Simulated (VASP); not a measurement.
# CoO (Pm-3m) in VASP: notebook, part 2 of 2

VASP 6.6.1. Earlier steps stand in the parts before.

## Step 3: Single point, PBE+U, collinear spin, antiferromagnetic start

This run uses another cell than the first one: it holds 4 atoms, not 2.

File INCAR:

```
PREC = Accurate ; ENCUT = 700
EDIFF = 1E-6 ; ISMEAR = -1
SIGMA = 0.05 ; LREAL = False
LASPH = True ; NELM = 200
ALGO = Normal ; ISIF = 2
LWAVE = False ; LCHARG = False
ISPIN = 2 ; MAGMOM = 3 -3 0 0
LORBIT = 11 ; LMAXMIX = 4
LDAU = True ; LDAUTYPE = 2
LDAUL = 2 -1 ; LDAUU = 3.32 0
LDAUJ = 0 0 ; LDAUPRINT = 1
GGA = PE ; NBANDS = 35
GGA_COMPAT = False
```

File KPOINTS:

```
Automatic mesh
0
Gamma
  10 10 5
```

File POSCAR:

```
CoO
1.0
    2.6612513074      0.0000000000      0.0000000000
    0.0000000000      2.6612513074      0.0000000000
    0.0000000000      0.0000000000      5.3225026149
Co O
2 2
Direct
    0.0000000000      1.0000000000      1.0000000000
    0.0000000000      1.0000000000      0.5000000000
    0.5000000000      0.5000000000      0.2500000000
    0.5000000000      0.5000000000      0.7500000000
```

Potentials or basis: VASP PAW PBE potentials, release 64 (Co_sv, O).

On the command line:

```bash
> cat potpaw_PBE.64/Co_sv/POTCAR potpaw_PBE.64/O/POTCAR > POTCAR
> mpirun -np 1 vasp_std > vasp.out
```

OUTCAR:

```text
PREC = Accurate
   ENCUT = 700
   EDIFF = 1E-6
   ISMEAR = -1
   LREAL = False
   LASPH = True
   NELM = 200
   ISIF = 2
   ISPIN = 2
   LORBIT = 11
   GGA = PE

 ion  position               nearest neighbor table
   1  0.000  0.000  0.000-
   2  0.000  0.000  0.500-
   3  0.500  0.500  0.250-
   4  0.500  0.500  0.750-

  LATTYP: Found a simple tetragonal cell.
 ALAT       =     2.6612513074
 C/A-ratio  =     2.0000000000

  Lattice vectors:

 A1 = (   2.6612513074,   0.0000000000,   0.0000000000)
 A2 = (   0.0000000000,   2.6612513074,   0.0000000000)
 A3 = (   0.0000000000,   0.0000000000,   5.3225026149)

Analysis of symmetry for initial positions (statically):
=====================================================================
 Subroutine PRICEL returns following result:

  LATTYP: Found a simple cubic cell.
 ALAT       =     2.6612513074
[... 12 lines left out ...]
 Subroutine GETGRP returns: Found 16 space group operations
 (whereof 16 operations were pure point group operations)
 out of a pool of 16 trial point group operations.

The static configuration has the point symmetry D_4h.

Analysis of symmetry for dynamics (positions and initial velocities):
=====================================================================
 Subroutine PRICEL returns following result:

  LATTYP: Found a simple cubic cell.
 ALAT       =     2.6612513074
[... 12 lines left out ...]
 Subroutine GETGRP returns: Found 16 space group operations
 (whereof 16 operations were pure point group operations)
 out of a pool of 16 trial point group operations.

The dynamic configuration has the point symmetry D_4h.

Analysis of structural, dynamic, and magnetic symmetry:
[... 229 lines left out ...]
  o =  0.9398  v =  0.0000  0.0000  0.0000  0.0000  0.0000  0.0000 -0.9998  0.0000 -0.0220 -0.0000      0.0000  0.0000  0.0000  0.0000  0.0000  0.0000  0.0000  0.0000  0.0000  0.0000

 number of electron      45.9999936 magnetization       0.0000000

 Free energy of the ion-electron system (eV)
  ---------------------------------------------------
  ext. energy  EPLUGINS =         0.00000000
  ---------------------------------------------------
  free energy    TOTEN  =       -22.16618677 eV

  energy without entropy =      -22.16618676  energy(sigma->0) =      -22.16618677

 E-fermi :   9.0168     XC(G=0): -12.9289

 val. band max:        8.2435287469   @ k =   0.5000   0.0000   0.4000
 cond. band min:       9.6966283953   @ k =   0.0000   0.0000   0.0000
 fundamental gap:      1.4530996484
 Fermi energy:         9.0168109140

 spin component 1

 k-point     1 :       0.0000    0.0000    0.0000
  band No.  band energies     occupation
      1     -88.1496      1.00000
      2     -84.9773      1.00000
      3     -51.4258      1.00000
      4     -51.3673      1.00000
      5     -51.3672      1.00000
      6     -48.3137      1.00000
[... 1817 lines left out ...]
     34      27.4684      0.00000
     35      27.4829      0.00000

 [... further k-points ...]

------------------------ aborting loop because EDIFF is reached ----------------------------------------

  FORCE on cell =-STRESS in cart. coord.  units (eV):
  Direction    XX          YY          ZZ          XY          YZ          ZX
  --------------------------------------------------------------------------------------
  -------------------------------------------------------------------------------------
  Total       -1.3751001     -1.3751001     -1.0582641      0.0000000     -0.0000000     -0.0000000
  in kB      -58.4463281    -58.4463281    -44.9797434      0.0000000     -0.0000000     -0.0000000
  external PRESSURE =     -53.9574665 kB  Pullay stress =       0.0000000 kB

 VOLUME and BASIS-vectors are now :
 -----------------------------------------------------------------------------
  energy-cutoff  :      700.00
  volume of cell :       37.70
      direct lattice vectors                 reciprocal lattice vectors
     2.661251307  0.000000000  0.000000000     0.375763085  0.000000000  0.000000000
     0.000000000  2.661251307  0.000000000     0.000000000  0.375763085  0.000000000
     0.000000000  0.000000000  5.322502615     0.000000000  0.000000000  0.187881542

 POSITION                                       TOTAL-FORCE (eV/Angst)
 -----------------------------------------------------------------------------------
      0.00000      0.00000      0.00000         0.000000      0.000000      0.000000
      0.00000      0.00000      2.66125         0.000000      0.000000      0.000000
      1.33063      1.33063      1.33063        -0.000000     -0.000000      0.000000
      1.33063      1.33063      3.99188        -0.000000     -0.000000      0.000000
 -----------------------------------------------------------------------------------
    total drift:                                0.000000     -0.000000      0.000000

  FREE ENERGIE OF THE ION-ELECTRON SYSTEM (eV)
  ---------------------------------------------------
  free  energy   TOTEN  =       -22.1661867702 eV

  energy  without entropy=      -22.1661867622  energy(sigma->0) =      -22.16618677

 total charge

# of ion       s       p       d       tot
------------------------------------------
    1        2.139   6.055   6.684  14.878
    2        2.139   6.055   6.684  14.878
    3        1.568   3.374   0.000   4.943
    4        1.568   3.374   0.000   4.943
--------------------------------------------------
tot          7.414  18.859  13.368  39.641

 magnetization (x)

# of ion       s       p       d       tot
------------------------------------------
    1        0.005   0.005   2.567   2.578
    2       -0.005  -0.005  -2.567  -2.578
    3        0.000   0.000   0.000   0.000
    4        0.000   0.000   0.000   0.000
--------------------------------------------------
tot          0.000   0.000   0.000   0.000
```

OSZICAR:

```text
N       E                     dE             d eps       ncg     rms          rms(c)
DAV:   1     0.854453766379E+03    0.85445E+03   -0.29226E+04 12145   0.394E+03
DAV:   2     0.520283860801E+02   -0.80243E+03   -0.75448E+03 13257   0.103E+03
DAV:   3    -0.230375332684E+02   -0.75066E+02   -0.72129E+02 13573   0.296E+02
DAV:   4    -0.246228896164E+02   -0.15854E+01   -0.15727E+01 13063   0.410E+01
DAV:   5    -0.246796606030E+02   -0.56771E-01   -0.56762E-01 11884   0.807E+00    0.206E+01
DAV:   6    -0.236678647896E+02    0.10118E+01   -0.28884E+01 14173   0.116E+02    0.407E+01
DAV:   7    -0.213393559796E+02    0.23285E+01   -0.12858E+01 11620   0.730E+01    0.110E+01
DAV:   8    -0.218943655768E+02   -0.55501E+00   -0.10915E+00 12439   0.120E+01    0.842E+00
DAV:   9    -0.221554906319E+02   -0.26113E+00   -0.21578E-01 14937   0.956E+00    0.352E+00
DAV:  10    -0.221725386060E+02   -0.17048E-01   -0.98218E-02 12906   0.564E+00    0.112E+00
DAV:  11    -0.221643692387E+02    0.81694E-02   -0.30815E-02 16225   0.288E+00    0.363E-01
DAV:  12    -0.221659511813E+02   -0.15819E-02   -0.55598E-03 12039   0.779E-01    0.149E-01
DAV:  13    -0.221661505414E+02   -0.19936E-03   -0.79363E-04 14184   0.311E-01    0.941E-02
DAV:  14    -0.221661856516E+02   -0.35110E-04   -0.70928E-05 11641   0.118E-01    0.632E-02
DAV:  15    -0.221661868237E+02   -0.11721E-05   -0.22739E-05 11298   0.899E-02    0.298E-02
DAV:  16    -0.221661856485E+02    0.11752E-05   -0.77182E-06 12693   0.445E-02    0.110E-02
DAV:  17    -0.221661867806E+02   -0.11321E-05   -0.26992E-06  7793   0.187E-02    0.471E-03
DAV:  18    -0.221661867702E+02    0.10385E-07   -0.38266E-07  5412   0.144E-02
   1 F= -.22166187E+02 E0= -.22166187E+02  d E =-.802549E-08  mag=     0.0000
```

It took 6.1 min on 1 thread of AMD EPYC 7R43 (Zen 3), shared host; peak memory 0.27 GiB.

Results:

```yaml
Free_energy: -22.1662 eV
Pressure: -5.4 GPa
Band_gap_on_the_k_mesh: 1.45 eV
Net_moment: 0.00 μB per cell
Site_moments: Co +2.58, -2.58; O +0.00 μB
Valence_electrons_inside_the_program's_atomic_spheres: Co 14.88; O 4.94
```

Stress tensor (GPa, compression positive):
```
-5.84  0.00  0.00
 0.00 -5.84  0.00
 0.00  0.00 -4.50
```

Levels at points of the mesh, in eV from the valence-band top:
Spin up:
| k point | band 21 | band 22 | band 23 | band 24 | band 25 | band 26 |
| --- | --- | --- | --- | --- | --- | --- |
| (0.00, 0.00, 0.00) | -0.85 | -0.59 | -0.59 | 1.45 | 2.91 | 3.29 |
| (0.50, 0.00, 0.00) | -0.75 | -0.37 | -0.35 | 2.57 | 2.88 | 3.00 |
| (0.50, 0.50, 0.00) | -0.88 | -0.35 | -0.28 | 3.08 | 3.24 | 3.24 |
Spin down:
```csv
k point,band 20,band 21,band 22,band 23,band 24,band 25,band 26,band 27
"(0.00, 0.00, 0.00)",-1.26,-0.85,-0.59,-0.59,1.45,2.91,3.29,3.29
"(0.50, 0.00, 0.00)",-0.82,-0.75,-0.37,-0.35,2.57,2.88,3.00,6.28
"(0.50, 0.50, 0.00)",-1.93,-0.88,-0.35,-0.28,3.08,3.24,3.24,6.30
```

Eigenvalues of the final occupation matrices:
| site | spin | trace | eigenvalues |
| --- | --- | --- | --- |
| site 1 d | 1 | 4.64 | 0.91 0.91 0.94 0.94 0.94 |
| site 1 d | 2 | 2.07 | 0.09 0.09 0.10 0.89 0.90 |
| site 2 d | 1 | 2.07 | 0.09 0.09 0.10 0.89 0.90 |
| site 2 d | 2 | 4.64 | 0.91 0.91 0.94 0.94 0.94 |

Caveat: the cell stands under tension. A k mesh can miss the band edges.

## Step 4: Single point, PBE+U, collinear spin, ferromagnetic start

File INCAR:

```
ALGO = Normal ; EDIFF = 1E-6
ENCUT = 700 ; GGA = PE
GGA_COMPAT = F ; ISIF = 2
ISMEAR = 0 ; ISPIN = 2
LASPH = T ; LCHARG = T
LDAU = T ; LDAUJ = 0 0
LDAUL = 2 -1 ; LDAUPRINT = 1
LDAUTYPE = 2 ; LDAUU = 3.32 0
LELF = T ; LMAXMIX = 4
LORBIT = 11 ; LREAL = F
LVHAR = T ; LWAVE = F
MAGMOM = 2.83 0.35 ; NBANDS = 22
NELM = 200 ; PREC = Accurate
SIGMA = 0.1
```

File KPOINTS:

```
k-points
0
Gamma
  8 8 8
```

File POSCAR:

```
CoO
1.0
    2.6602456836      0.0000000000      0.0000000000
    0.0000000000      2.6602456836      0.0000000000
    0.0000000000      0.0000000000      2.6602456836
Co O
1 1
Direct
    0.0000000000      0.0000000000      0.0000000000
    0.5000000000      0.5000000000      0.5000000000
```

On the command line:

```bash
> cat potpaw_PBE.64/Co_sv/POTCAR potpaw_PBE.64/O/POTCAR > POTCAR
> mpirun -np 1 vasp_std > vasp.out
```

Run time: 27 s. Hardware: 1 thread of AMD EPYC 9R45 (Zen 5), shared host; peak memory 0.14 GiB.

Results (log left out):

```yaml
Free_energy: -10.9762 eV
Pressure: -2.5 GPa
Band_gap_on_the_k_mesh: 0.95 eV (least direct gap 1.77 eV)
Net_moment: 3.00 μB per cell
Site_moments: Co +2.63; O +0.27 μB
Valence_electrons_inside_the_program's_atomic_spheres: Co 14.87; O 4.95
```

Levels at points of the mesh, in eV from the valence-band top:
Spin up:
```csv
k point,band 9,band 10,band 11,band 12,band 13,band 14,band 15,band 16,band 17,band 18
"(0.00, 0.00, 0.00)",-3.91,-3.91,-1.60,-1.60,-1.60,0.95,15.33,15.33,19.62,19.62
"(0.50, 0.00, 0.00)",-4.33,-3.85,-2.04,0.00,0.00,6.39,8.26,16.85,17.54,17.54
"(0.50, 0.50, 0.00)",-4.36,-4.34,-4.14,-2.26,-0.68,5.58,11.38,11.38,16.41,23.75
"(0.50, 0.50, 0.50)",-2.23,-2.23,-0.66,-0.66,-0.66,7.08,7.08,7.08,14.03,21.25
```
Spin down:
| k point | band 7 | band 8 | band 9 | band 10 | band 11 | band 12 | band 13 | band 14 |
| --- | --- | --- | --- | --- | --- | --- | --- | --- |
| (0.00, 0.00, 0.00) | -3.23 | -1.11 | -1.11 | -1.11 | 1.64 | 2.67 | 2.67 | 2.67 |
| (0.50, 0.00, 0.00) | -2.91 | -1.57 | -1.57 | -0.51 | 2.77 | 3.48 | 3.48 | 6.87 |
| (0.50, 0.50, 0.00) | -4.63 | -2.78 | -0.56 | -0.18 | 1.59 | 1.94 | 1.94 | 6.60 |
| (0.50, 0.50, 0.50) | -4.68 | -4.68 | -0.53 | -0.53 | 3.81 | 3.81 | 3.81 | 7.52 |

Eigenvalues of the final occupation matrices:
```tsv
site	spin	trace	eigenvalues
site 1 d	1	4.66	0.91 0.91 0.94 0.94 0.94
site 1 d	2	2.04	0.08 0.08 0.08 0.89 0.89
```

Caveat: a cell with one magnetic atom can't hold antiferromagnetic order, which such compounds often take. A k mesh can miss the band edges.

## Step 5: Overview

| spin | cell | k mesh | smearing | gap on the mesh (eV) | pressure (GPa) | moment (μB) |
| --- | --- | --- | --- | --- | --- | --- |
| collinear, ferromagnetic start | a = 2.661 Å, 2 atoms, atomic positions A | 10 × 10 × 10 | gaussian 0.02 eV | 0.94 | -2.8 | 3.00 |
| collinear, antiferromagnetic start | a = 2.661, b = 2.661, c = 5.323 Å, 4 atoms, atomic positions B | 10 × 10 × 5 | fermi-dirac 0.05 eV | 1.45 | -5.4 | 0.00 |
| collinear, ferromagnetic start | a = 2.660 Å, 2 atoms, atomic positions A | 8 × 8 × 8 | gaussian 0.1 eV | 0.95 | -2.5 | 3.00 |

Alike in all rows: task single point; level PBE+U; potentials or basis VASP PAW PBE potentials, release 64 (Co_sv, O); Co d U = 3.32 eV; cutoff (eV) 700.

Caveats: a cell with one magnetic atom can't hold antiferromagnetic order, which such compounds often take (at least some runs); the cell stands under tension (at least some runs).

Total energies depend on the potentials used, so only differences within one code and one set of settings carry meaning.
